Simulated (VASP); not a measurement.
# AlGaN2 (P-4m2) in VASP: further runs, part 2 of 2

VASP 6.6.1. Earlier steps stand in the parts before.

## (4) Single point, LDA

File INCAR:

```
PREC = Accurate
ENCUT = 520
EDIFF = 1E-6
ISMEAR = 0
SIGMA = 0.02
LREAL = F
LASPH = T
NELM = 60
ALGO = Normal
ISIF = 2
LWAVE = F
LCHARG = T
LELF = T
LVHAR = T
NBANDS = 21
```

File KPOINTS:

```
regular mesh
0
Gamma
  8 8 6
```

File POSCAR:

```
AlGaN2
1.0
    3.1152864677      0.0000000000      0.0000000000
    0.0000000000      3.1152864677      0.0000000000
    0.0000000000      0.0000000000      4.3843301887
Al Ga N
1 1 2
Direct
    0.5000000000      0.5000000000      0.5000000000
    0.0000000000      0.0000000000      0.0000000000
    0.5000000000      0.0000000000      0.7400513253
    0.0000000000      0.5000000000      0.2599486747
```

Potentials or basis: VASP PAW LDA potentials, release 64 (Al, Ga_d, N).

On the command line:

```
$ cat potpaw_LDA.64/Al/POTCAR potpaw_LDA.64/Ga_d/POTCAR potpaw_LDA.64/N/POTCAR > POTCAR
$ mpirun -np 1 vasp_std > vasp.out
```

OUTCAR:

```text
PREC = Accurate
   ENCUT = 520
   EDIFF = 1E-6
   ISMEAR = 0
   LREAL = F
   LASPH = T
   NELM = 60
   ISIF = 2

 ion  position               nearest neighbor table
   1  0.500  0.500  0.500-   3 1.88   4 1.88   3 1.88   4 1.88   2 3.11   2 3.11   2 3.11   2 3.11
                             2 3.11   2 3.11   2 3.11   2 3.11
   2  0.000  0.000  0.000-   3 1.93   4 1.93   4 1.93   3 1.93   1 3.11   1 3.11   1 3.11   1 3.11
                             1 3.11   1 3.11   1 3.11   1 3.11
   3  0.500  0.000  0.740-   1 1.88   1 1.88   2 1.93   2 1.93
   4  0.000  0.500  0.260-   1 1.88   1 1.88   2 1.93   2 1.93

  LATTYP: Found a simple tetragonal cell.
 ALAT       =     3.1152864677
 C/A-ratio  =     1.4073602008

  Lattice vectors:

 A1 = (   3.1152864677,   0.0000000000,   0.0000000000)
 A2 = (   0.0000000000,   3.1152864677,   0.0000000000)
 A3 = (   0.0000000000,   0.0000000000,   4.3843301887)

Analysis of symmetry for initial positions (statically):
=====================================================================
 Subroutine PRICEL returns:
 Original cell was already a primitive cell.

 Routine SETGRP: Setting up the symmetry group for a
 simple tetragonal supercell.

 Subroutine GETGRP returns: Found  8 space group operations
 (whereof  8 operations were pure point group operations)
 out of a pool of 16 trial point group operations.

The static configuration has the point symmetry D_2d.

Analysis of symmetry for dynamics (positions and initial velocities):
=====================================================================
 Subroutine PRICEL returns:
 Original cell was already a primitive cell.

 Routine SETGRP: Setting up the symmetry group for a
 simple tetragonal supercell.

 Subroutine GETGRP returns: Found  8 space group operations
 (whereof  8 operations were pure point group operations)
 out of a pool of 16 trial point group operations.

The dynamic configuration has the point symmetry D_2d.
[... 116 lines left out ...]
   EMIN   =  10.00;   EMAX   =-10.00  energy-range for DOS
   EFERMI =   0.00;   METHOD = LEGACY
   ISMEAR =     0;   SIGMA  =   0.02  broadening in eV -4-tet -1-fermi 0-gaus
   EFERMI_NEDOS =   21; number of points for ismear=-14 and -15
   IALGO  =     38    algorithm
   IMIX   =      4    mixing-type and parameters
     AMIX     =   0.40;   BMIX     =  1.00
     AMIX_MAG =   1.60;   BMIX_MAG =  1.00
  volume/ion in A,a.u.               =      10.64        71.79
  Fermi-wavevector in a.u.,A,eV,Ry     =   1.389205  2.625216 26.257739  1.929889
  Thomas-Fermi vector in A             =   2.513258
   LORBIT       =      0    0 simple, 1 ext, 2 COOP (PROOUT), +10 PAW based schemes
   GGA     = CA    functional components
   LHFCALC =     F    Hartree Fock is set to
   AEXX    =    0.0000 exact exchange contribution
   IVDW    =     0    specifies the selected vdW correction
   LEPSILON=     F    determine dielectric tensor
   LRPA    =     F    only Hartree local field effects (RPA)
 non-spin polarized calculation
 Gauss-broadening in eV      SIGMA  =   0.02
  energy-cutoff  :      520.00
  volume of cell :       42.55
 maximum number of plane-waves:      1176
 NGX is ok and might be reduce to    24
   NGX = 11   NGY = 11   NGZ = 17

 number of electron      25.9999993 magnetization

 Free energy of the ion-electron system (eV)
  ---------------------------------------------------
  ext. energy  EPLUGINS =         0.00000000
  ---------------------------------------------------
  free energy    TOTEN  =       -30.31528892 eV

  energy without entropy =      -30.31528892  energy(sigma->0) =      -30.31528892

 E-fermi :   5.8208     XC(G=0): -11.8467

 val. band max:        5.6590900704   @ k =   0.0000   0.0000   0.0000
 cond. band min:       8.7253810831   @ k =   0.0000   0.0000   0.0000
 fundamental gap:      3.0662910127
 Fermi energy:         5.8208399594

 k-point     1 :       0.0000    0.0000    0.0000
  band No.  band energies     occupation
      1      -9.8940      2.00000
      2      -8.4602      2.00000
      3      -7.4306      2.00000
      4      -7.4306      2.00000
      5      -7.3838      2.00000
      6      -7.2065      2.00000
[... 565 lines left out ...]
     20      17.8597      0.00000
     21      17.8790      0.00000

 [... further k-points ...]
[... 5 lines left out ...]
  --------------------------------------------------------------------------------------
  -------------------------------------------------------------------------------------
  Total        0.2310715      0.2310715      0.2344025      0.0000000      0.0000000     -0.0000000
  in kB        8.7007700      8.7007700      8.8261973      0.0000000      0.0000000     -0.0000000
  external PRESSURE =       8.7425791 kB  Pullay stress =       0.0000000 kB

 VOLUME and BASIS-vectors are now :
 -----------------------------------------------------------------------------
  energy-cutoff  :      520.00
  volume of cell :       42.55
      direct lattice vectors                 reciprocal lattice vectors
     3.115286468  0.000000000  0.000000000     0.320997767  0.000000000  0.000000000
     0.000000000  3.115286468  0.000000000     0.000000000  0.320997767  0.000000000
     0.000000000  0.000000000  4.384330189     0.000000000  0.000000000  0.228085011

 POSITION                                       TOTAL-FORCE (eV/Angst)
 -----------------------------------------------------------------------------------
      1.55764      1.55764      2.19217        -0.000000      0.000000     -0.000000
      0.00000      0.00000      0.00000        -0.000000     -0.000000     -0.000000
      1.55764      0.00000      3.24463         0.000000     -0.000000     -0.030432
      0.00000      1.55764      1.13970        -0.000000     -0.000000      0.030432
 -----------------------------------------------------------------------------------
    total drift:                                0.000000      0.000000     -0.000000

  FREE ENERGIE OF THE ION-ELECTRON SYSTEM (eV)
  ---------------------------------------------------
  free  energy   TOTEN  =       -30.3152889189 eV

  energy  without entropy=      -30.3152889189  energy(sigma->0) =      -30.31528892
```

Run time: 24 s. Hardware: 1 thread of AMD EPYC 9R45 (Zen 5), shared host; peak memory 0.15 GiB.

What came out:

| Quantity | Value |
| --- | --- |
| Free energy | -30.3153 eV |
| Pressure | 0.9 GPa |
| Largest force | 0.030 eV/Å |
| Band gap on the k mesh | 3.07 eV, direct |

Forces on the atoms (eV/Å):
```
Al   0.000  0.000  0.000
Ga   0.000  0.000  0.000
N    0.000  0.000 -0.030
N    0.000  0.000  0.030
```

## (5) Single point, LDA (volume scaled by 1.03, then relaxed in part)

File INCAR:

```
SYSTEM = AlGaN2
PREC = Accurate
ENCUT = 520
EDIFF = 1E-7
ISMEAR = 0
SIGMA = 0.02
LREAL = .FALSE.
LASPH = .TRUE.
NELM = 60
ALGO = Normal
ISIF = 2
LWAVE = .FALSE.
LCHARG = .FALSE.
NBANDS = 21
```

File KPOINTS:

```
regular mesh
0
G
  8 8 6
  0 0 0
```

File POSCAR:

```
AlGaN2
1.0
    3.1461328943      0.0000000000      0.0000000000
    0.0000000000      3.1461328943      0.0000000000
    0.0000000000      0.0000000000      4.4277422218
Al Ga N
1 1 2
Direct
    0.5000000000      0.5000000000      0.5000000000
    0.0000000000      0.0000000000      0.0000000000
    0.5000000000      0.0000000000      0.7400513253
    0.0000000000      0.5000000000      0.2599486747
```

On the command line:

```
$ cat potpaw_LDA.64/Al/POTCAR potpaw_LDA.64/Ga_d/POTCAR potpaw_LDA.64/N/POTCAR > POTCAR
$ mpirun -np 1 vasp_std > vasp.out
```

It took 25 s on 1 thread of AMD EPYC 9R45 (Zen 5), shared host; peak memory 0.15 GiB.

Results (log left out):

* Free energy: -30.2991 eV
* Pressure: -5.0 GPa
* Largest force: 0.023 eV/Å
* Band gap on the k mesh: 2.85 eV, direct

Forces in eV/Å, atoms in the order of the input:
```
Al   0.000  0.000  0.000
Ga   0.000  0.000  0.000
N    0.000  0.000 -0.023
N    0.000  0.000  0.023
```

Stress tensor (GPa, compression positive):
```
-5.00  0.00  0.00
 0.00 -5.00  0.00
 0.00  0.00 -4.92
```

Levels at points of the mesh, in eV from the valence-band top:
| k point | band 11 | band 12 | band 13 | band 14 | band 15 | band 16 |
| --- | --- | --- | --- | --- | --- | --- |
| (0.00, 0.00, 0.00) | -0.21 | 0.00 | 0.00 | 2.85 | 3.46 | 7.41 |
| (0.50, 0.00, 0.00) | -2.88 | -0.97 | -0.71 | 7.01 | 7.08 | 7.89 |
| (0.50, 0.50, 0.00) | -2.27 | -2.27 | -2.26 | 3.24 | 3.24 | 6.19 |
| (0.00, 0.00, 0.50) | -1.56 | -1.01 | -1.01 | 5.18 | 5.30 | 7.78 |
| (0.50, 0.00, 0.50) | -0.86 | -0.61 | -0.58 | 5.09 | 6.46 | 9.04 |
| (0.50, 0.50, 0.50) | -3.26 | -3.24 | -3.24 | 6.10 | 6.10 | 8.70 |

 A k mesh can miss the band edges.
